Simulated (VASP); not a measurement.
# MnS (Browneite) in VASP: further runs, part 2 of 3

VASP 6.6.1. The steps go on from the part before.

## 4. Single point, PBE, collinear spin, ferromagnetic start

Contents of INCAR:

```
SYSTEM = MnS
PREC = Accurate ; ENCUT = 520
EDIFF = 1E-7 ; ISMEAR = 0
SIGMA = 0.05 ; LREAL = .FALSE.
LASPH = .TRUE. ; NELM = 150
ALGO = Normal ; ISIF = 2
LWAVE = .FALSE. ; LCHARG = .FALSE.
ISPIN = 2 ; MAGMOM = 4.62 0
LORBIT = 11 ; LMAXMIX = 4
GGA = PE ; NBANDS = 20
```

Contents of KPOINTS:

```
regular mesh
0
G
  10 10 10
  0 0 0
```

Contents of POSCAR:

```
MnS
1.0
    0.0000000000      2.8223248450      2.8223248450
    2.8223248450      0.0000000000      2.8223248450
    2.8223248450      2.8223248450      0.0000000000
Mn S
1 1
Direct
    0.0000000000      0.0000000000      0.0000000000
    0.2500000000      0.2500000000      0.2500000000
```

Potentials or basis: VASP PAW PBE potentials, release 64 (Mn_pv, S).

Run with:

```console
> cat potpaw_PBE.64/Mn_pv/POTCAR potpaw_PBE.64/S/POTCAR > POTCAR
> mpirun -np 1 vasp_std > vasp.out
```

OUTCAR:

```text
SYSTEM = MnS
   PREC = Accurate
   ENCUT = 520
   EDIFF = 1E-7
   ISMEAR = 0
   LREAL = .FALSE.
   LASPH = .TRUE.
   NELM = 150
   ISIF = 2
   ISPIN = 2
   LORBIT = 11
   GGA = PE

 ion  position               nearest neighbor table
   1  0.000  0.000  0.000-   2 2.44   2 2.44   2 2.44   2 2.44
   2  0.250  0.250  0.250-   1 2.44   1 2.44   1 2.44   1 2.44

  LATTYP: Found a face centered cubic cell.
 ALAT       =     5.6446496900

  Lattice vectors:

 A1 = (   0.0000000000,   2.8223248450,   2.8223248450)
 A2 = (   2.8223248450,   0.0000000000,   2.8223248450)
 A3 = (   2.8223248450,   2.8223248450,   0.0000000000)

Analysis of symmetry for initial positions (statically):
=====================================================================
 Subroutine PRICEL returns:
 Original cell was already a primitive cell.

 Routine SETGRP: Setting up the symmetry group for a
 face centered cubic supercell.

 Subroutine GETGRP returns: Found 24 space group operations
 (whereof 24 operations were pure point group operations)
 out of a pool of 48 trial point group operations.

The static configuration has the point symmetry T_d .

Analysis of symmetry for dynamics (positions and initial velocities):
=====================================================================
 Subroutine PRICEL returns:
 Original cell was already a primitive cell.

 Routine SETGRP: Setting up the symmetry group for a
 face centered cubic supercell.

 Subroutine GETGRP returns: Found 24 space group operations
 (whereof 24 operations were pure point group operations)
 out of a pool of 48 trial point group operations.

The dynamic configuration has the point symmetry T_d .

Analysis of structural, dynamic, and magnetic symmetry:
=====================================================================
 Subroutine PRICEL returns:
 Original cell was already a primitive cell.

 Routine SETGRP: Setting up the symmetry group for a
 face centered cubic supercell.

 Subroutine GETGRP returns: Found 24 space group operations
 (whereof 24 operations were pure point group operations)
[... 140 lines left out ...]

 number of electron      18.9999992 magnetization       4.9739525

 Free energy of the ion-electron system (eV)
  ---------------------------------------------------
  ext. energy  EPLUGINS =         0.00000000
  ---------------------------------------------------
  free energy    TOTEN  =       -14.08569108 eV

  energy without entropy =      -14.08468876  energy(sigma->0) =      -14.08518992

 E-fermi :   4.3737     XC(G=0):  -9.1995

 val. band max:        4.3346821671   @ k =  -0.1000   0.1000   0.0000
 cond. band min:       4.3759207090   @ k =   0.1000   0.0000   0.0000
 fundamental gap:      0.0412385419
 Fermi energy:         4.3736652882

 spin component 1

 k-point     1 :       0.0000    0.0000    0.0000
  band No.  band energies     occupation
      1     -46.4821      1.00000
      2     -46.4821      1.00000
      3     -46.4821      1.00000
      4      -9.4671      1.00000
      5      -0.4999      1.00000
      6      -0.4999      1.00000
[... 541 lines left out ...]
     19      18.4214      0.00000
     20      19.0637      0.00000

 [... further k-points ...]

 spin component 2

 k-point     1 :       0.0000    0.0000    0.0000
  band No.  band energies     occupation
      1     -41.8462      1.00000
      2     -41.8461      1.00000
      3     -41.8461      1.00000
      4      -9.1571      1.00000
      5       1.0951      1.00000
      6       1.0951      1.00000
[... 541 lines left out ...]
     19      19.2287      0.00000
     20      19.8315      0.00000

 [... further k-points ...]
[... 5 lines left out ...]
  --------------------------------------------------------------------------------------
  -------------------------------------------------------------------------------------
  Total        0.0144996      0.0144996      0.0144996     -0.0000000     -0.0000000     -0.0000000
  in kB        0.5166719      0.5166719      0.5166719     -0.0000000     -0.0000000     -0.0000000
  external PRESSURE =       0.5166719 kB  Pullay stress =       0.0000000 kB

 VOLUME and BASIS-vectors are now :
 -----------------------------------------------------------------------------
  energy-cutoff  :      520.00
  volume of cell :       44.96
      direct lattice vectors                 reciprocal lattice vectors
     0.000000000  2.822324845  2.822324845    -0.177158912  0.177158912  0.177158912
     2.822324845  0.000000000  2.822324845     0.177158912 -0.177158912  0.177158912
     2.822324845  2.822324845  0.000000000     0.177158912  0.177158912 -0.177158912

 POSITION                                       TOTAL-FORCE (eV/Angst)
 -----------------------------------------------------------------------------------
      0.00000      0.00000      0.00000         0.000000      0.000000      0.000000
      1.41116      1.41116      1.41116        -0.000000     -0.000000     -0.000000
 -----------------------------------------------------------------------------------
    total drift:                               -0.000001     -0.000001     -0.000001

  FREE ENERGIE OF THE ION-ELECTRON SYSTEM (eV)
  ---------------------------------------------------
  free  energy   TOTEN  =       -14.0856910791 eV

  energy  without entropy=      -14.0846887642  energy(sigma->0) =      -14.08518992

 total charge

# of ion       s       p       d       tot
------------------------------------------
    1        0.257   6.203   4.892  11.352
    2        1.314   2.444   0.000   3.758
--------------------------------------------------
tot          1.571   8.648   4.892  15.110

 magnetization (x)

# of ion       s       p       d       tot
------------------------------------------
    1        0.049   0.064   4.256   4.369
    2        0.012   0.081   0.000   0.093
--------------------------------------------------
tot          0.061   0.145   4.256   4.461
```

OSZICAR:

```text
N       E                     dE             d eps       ncg     rms          rms(c)
DAV:   1     0.151074191532E+03    0.15107E+03   -0.10156E+04  3824   0.930E+02
DAV:   2    -0.690308780835E+01   -0.15798E+03   -0.14886E+03  3956   0.271E+02
DAV:   3    -0.152075132651E+02   -0.83044E+01   -0.82171E+01  4340   0.679E+01
DAV:   4    -0.153197468332E+02   -0.11223E+00   -0.11217E+00  4288   0.811E+00
DAV:   5    -0.153217120564E+02   -0.19652E-02   -0.19652E-02  4300   0.113E+00    0.103E+01
DAV:   6    -0.140498430893E+02    0.12719E+01   -0.51228E+00  4388   0.260E+01    0.981E+00
DAV:   7    -0.140792503507E+02   -0.29407E-01   -0.69997E-01  4140   0.880E+00    0.618E+00
DAV:   8    -0.140881015097E+02   -0.88512E-02   -0.38492E-02  4276   0.163E+00    0.320E+00
DAV:   9    -0.140847036508E+02    0.33979E-02   -0.12068E-02  3936   0.102E+00    0.245E-01
DAV:  10    -0.140853550222E+02   -0.65137E-03   -0.28565E-03  4080   0.367E-01    0.158E-01
DAV:  11    -0.140855580345E+02   -0.20301E-03   -0.26803E-04  4256   0.137E-01    0.123E-01
DAV:  12    -0.140856567100E+02   -0.98675E-04   -0.89709E-05  4008   0.737E-02    0.899E-02
DAV:  13    -0.140856796352E+02   -0.22925E-04   -0.29965E-05  4172   0.344E-02    0.350E-02
DAV:  14    -0.140856890762E+02   -0.94410E-05   -0.10852E-05  4068   0.239E-02    0.114E-02
DAV:  15    -0.140856903802E+02   -0.13040E-05   -0.13594E-06  4296   0.750E-03    0.362E-03
DAV:  16    -0.140856909157E+02   -0.53552E-06   -0.51585E-07  4004   0.362E-03    0.307E-03
DAV:  17    -0.140856911451E+02   -0.22945E-06   -0.13072E-07  4176   0.205E-03    0.133E-03
DAV:  18    -0.140856910791E+02    0.66057E-07   -0.43036E-09  2200   0.523E-04
   1 F= -.14085691E+02 E0= -.14085190E+02  d E =-.100231E-02  mag=     4.9740
```

Wall time 44 s (1 thread of Intel Xeon 6975P-C (Granite Rapids), shared host); peak memory 0.22 GiB.

What came out:

```
Free energy                                           : -14.0857 eV
Pressure                                              : 0.1 GPa
Band gap on the k mesh                                : zero (filled and empty bands overlap)
Net moment                                            : 4.97 μB per cell
Site moments                                          : Mn +4.37; S +0.09 μB
Valence electrons inside the program's atomic spheres : Mn 11.35; S 3.76
```

Caveat: a cell with one magnetic atom can't hold antiferromagnetic order, which such compounds often take; semilocal functionals often make such compounds metallic where correlation or magnetic order opens a gap, which also shifts bond lengths. With open d or f shells a metallic result of PBE can be an artefact of self-interaction; +U or a hybrid may open a gap.

## 5. Single point, PBE, collinear spin, antiferromagnetic start

This run uses another cell than the first one: it holds 4 atoms, not 2.

Contents of INCAR:

```
ALGO = Normal
EDIFF = 1E-7
ENCUT = 520
GGA = PE
ISIF = 2
ISMEAR = 0
ISPIN = 2
LASPH = T
LCHARG = F
LMAXMIX = 4
LORBIT = 11
LREAL = F
LWAVE = F
MAGMOM = 4.42 -4.42 0 0
NBANDS = 31
NELM = 150
PREC = Accurate
SIGMA = 0.05
```

Contents of KPOINTS:

```
k-points
0
Gamma
  6 6 4
```

Contents of POSCAR:

```
MnS
1.0
    0.0000000000      2.7655283013     -2.7655283013
    0.0000000000      2.7655283013      2.7655283013
    5.3774681590      0.0000000000      0.0000000000
Mn S
2 2
Direct
    0.0000000000      0.0000000000      0.0000000000
    0.5000000000      0.5000000000      0.5000000000
    0.0000000000      0.5000000000      0.2499995628
    0.5000000000      1.0000000000      0.7500004372
```

Potentials or basis: VASP PAW PBE potentials, release 64 (Mn_pv, S).

Run with:

```console
> cat potpaw_PBE.64/Mn_pv/POTCAR potpaw_PBE.64/S/POTCAR > POTCAR
> mpirun -np 1 vasp_std > vasp.out
```

OUTCAR:

```text
EDIFF = 1E-7
   ENCUT = 520
   GGA = PE
   ISIF = 2
   ISMEAR = 0
   ISPIN = 2
   LASPH = T
   LORBIT = 11
   LREAL = F
   NELM = 150
   PREC = Accurate

 ion  position               nearest neighbor table
   1  0.000  0.000  0.000-   3 2.37   4 2.37   3 2.37   4 2.37
   2  0.500  0.500  0.500-   3 2.37   4 2.37   4 2.37   3 2.37
   3  0.000  0.500  0.250-   1 2.37   1 2.37   2 2.37   2 2.37
   4  0.500  0.000  0.750-   1 2.37   1 2.37   2 2.37   2 2.37

  LATTYP: Found a simple tetragonal cell.
 ALAT       =     3.9110476308
 C/A-ratio  =     1.3749431525

  Lattice vectors:

 A1 = (   0.0000000000,   2.7655283013,  -2.7655283013)
 A2 = (   0.0000000000,   2.7655283013,   2.7655283013)
 A3 = (   5.3774681590,   0.0000000000,   0.0000000000)

Analysis of symmetry for initial positions (statically):
=====================================================================
 Subroutine PRICEL returns following result:

[... 1055 lines left out ...]
      5     -41.1769      1.00000
      6     -41.1664      1.00000
[... 805 lines left out ...]
     30      12.3643      0.00000
     31      12.8012      0.00000

 [... further k-points ...]
[... 5 lines left out ...]
  --------------------------------------------------------------------------------------
  -------------------------------------------------------------------------------------
  Total        0.0290395      0.0397931      0.0397931      0.0000000      0.0000000     -0.0000000
  in kB        0.5656336      0.7750932      0.7750932      0.0000000      0.0000000     -0.0000000
  external PRESSURE =       0.7052733 kB  Pullay stress =       0.0000000 kB

 VOLUME and BASIS-vectors are now :
 -----------------------------------------------------------------------------
  energy-cutoff  :      520.00
  volume of cell :       82.26
      direct lattice vectors                 reciprocal lattice vectors
     0.000000000  2.765528301 -2.765528301     0.000000000  0.180797282 -0.180797282
     0.000000000  2.765528301  2.765528301     0.000000000  0.180797282  0.180797282
     5.377468159  0.000000000  0.000000000     0.185961120  0.000000000  0.000000000

 POSITION                                       TOTAL-FORCE (eV/Angst)
 -----------------------------------------------------------------------------------
      0.00000      0.00000      0.00000         0.000000      0.000000     -0.000000
      2.68873      2.76553      0.00000        -0.000000     -0.000000      0.000000
      1.34436      1.38276      1.38276         0.000000      0.000000     -0.000000
      4.03310      1.38276     -1.38276         0.000000      0.000000     -0.000000
 -----------------------------------------------------------------------------------
    total drift:                                0.000000      0.000000      0.000000

  FREE ENERGIE OF THE ION-ELECTRON SYSTEM (eV)
  ---------------------------------------------------
  free  energy   TOTEN  =       -28.8127325351 eV

  energy  without entropy=      -28.8127325351  energy(sigma->0) =      -28.81273254

 total charge

# of ion       s       p       d       tot
------------------------------------------
    1        0.268   6.224   4.966  11.457
    2        0.268   6.224   4.966  11.457
    3        1.314   2.449   0.000   3.763
    4        1.314   2.449   0.000   3.763
--------------------------------------------------
tot          3.164  17.346   9.931  30.441

 magnetization (x)

# of ion       s       p       d       tot
------------------------------------------
    1        0.027   0.046   3.944   4.018
    2       -0.027  -0.046  -3.944  -4.018
    3        0.000   0.000   0.000   0.000
    4        0.000   0.000   0.000   0.000
--------------------------------------------------
tot          0.000   0.000   0.000   0.000
```

OSZICAR:

```text
N       E                     dE             d eps       ncg     rms          rms(c)
DAV:   1     0.375510194270E+03    0.37551E+03   -0.20480E+04  3920   0.127E+03
DAV:   2    -0.408958605613E+01   -0.37960E+03   -0.36113E+03  3839   0.371E+02
DAV:   3    -0.307187213425E+02   -0.26629E+02   -0.26277E+02  4407   0.106E+02
DAV:   4    -0.313020817511E+02   -0.58336E+00   -0.58252E+00  4221   0.160E+01
DAV:   5    -0.313132940696E+02   -0.11212E-01   -0.11211E-01  4554   0.244E+00    0.156E+01
DAV:   6    -0.289610874918E+02    0.23522E+01   -0.15394E+01  4215   0.390E+01    0.148E+01
DAV:   7    -0.288097811759E+02    0.15131E+00   -0.34904E+00  4046   0.189E+01    0.881E+00
DAV:   8    -0.288202749677E+02   -0.10494E-01   -0.17215E-01  4605   0.242E+00    0.478E+00
DAV:   9    -0.288082524209E+02    0.12023E-01   -0.39138E-02  4202   0.188E+00    0.716E-01
DAV:  10    -0.288122488301E+02   -0.39964E-02   -0.16000E-02  4217   0.103E+00    0.218E-01
DAV:  11    -0.288125253204E+02   -0.27649E-03   -0.11568E-03  4329   0.205E-01    0.156E-01
DAV:  12    -0.288126507550E+02   -0.12543E-03   -0.22545E-04  4352   0.963E-02    0.122E-01
DAV:  13    -0.288126939195E+02   -0.43164E-04   -0.45390E-05  4161   0.423E-02    0.796E-02
DAV:  14    -0.288127296588E+02   -0.35739E-04   -0.39186E-05  4140   0.387E-02    0.113E-02
DAV:  15    -0.288127320970E+02   -0.24382E-05   -0.37192E-06  4385   0.136E-02    0.764E-03
DAV:  16    -0.288127322739E+02   -0.17692E-06   -0.54081E-07  4163   0.623E-03    0.256E-03
DAV:  17    -0.288127325651E+02   -0.29112E-06   -0.55803E-07  4072   0.435E-03    0.177E-03
DAV:  18    -0.288127325351E+02    0.30011E-07   -0.55913E-08  2840   0.243E-03
   1 F= -.28812733E+02 E0= -.28812733E+02  d E =-.422763E-18  mag=     0.0000
```

Wall time 68 s (1 thread of Intel Xeon 6975P-C (Granite Rapids), shared host); peak memory 0.27 GiB.

Results:

```yaml
Free_energy: -28.8127 eV
Pressure: 0.1 GPa
Band_gap_on_the_k_mesh: 1.13 eV
Net_moment: 0.00 μB per cell
Site_moments: Mn +4.02, -4.02; S +0.00 μB
Valence_electrons_inside_the_program's_atomic_spheres: Mn 11.46; S 3.76
```

Levels at points of the mesh, in eV from the valence-band top:
Spin up:
```
           k point  band 17  band 18  band 19  band 20  band 21  band 22
(0.00, 0.00, 0.00)    -0.96    -0.23    -0.23     1.41     1.65     2.42
(0.50, 0.00, 0.00)    -1.37    -0.94    -0.59     1.58     1.88     1.98
(0.50, 0.50, 0.00)    -1.86    -1.67    -1.19     1.16     1.16     1.42
(0.00, 0.00, 0.50)    -0.76     0.00     0.00     1.64     1.79     2.56
(0.50, 0.00, 0.50)    -1.31    -0.36    -0.25     1.54     1.76     1.95
(0.50, 0.50, 0.50)    -2.03    -1.83    -1.34     1.37     1.37     1.78
```
Spin down:
| k point | band 15 | band 16 | band 17 | band 18 | band 19 | band 20 | band 21 | band 22 | band 23 | band 24 |
| --- | --- | --- | --- | --- | --- | --- | --- | --- | --- | --- |
| (0.00, 0.00, 0.00) | -2.18 | -1.98 | -0.96 | -0.23 | -0.23 | 1.41 | 1.65 | 2.42 | 2.61 | 3.23 |
| (0.50, 0.00, 0.00) | -2.17 | -1.67 | -1.37 | -0.94 | -0.59 | 1.58 | 1.88 | 1.98 | 2.16 | 2.65 |
| (0.50, 0.50, 0.00) | -2.03 | -1.86 | -1.86 | -1.67 | -1.19 | 1.16 | 1.16 | 1.42 | 1.73 | 1.96 |
| (0.00, 0.00, 0.50) | -2.17 | -2.15 | -0.76 | 0.00 | 0.00 | 1.64 | 1.79 | 2.56 | 2.74 | 2.74 |
| (0.50, 0.00, 0.50) | -2.18 | -1.61 | -1.31 | -0.36 | -0.25 | 1.54 | 1.76 | 1.95 | 2.55 | 2.69 |
| (0.50, 0.50, 0.50) | -2.10 | -2.10 | -2.03 | -1.83 | -1.34 | 1.37 | 1.37 | 1.78 | 1.79 | 2.24 |

A k mesh can miss the band edges. Expect the measured gap to be larger: semilocal functionals such as PBE lack the derivative discontinuity.

(Continued in part 3 of 3.)
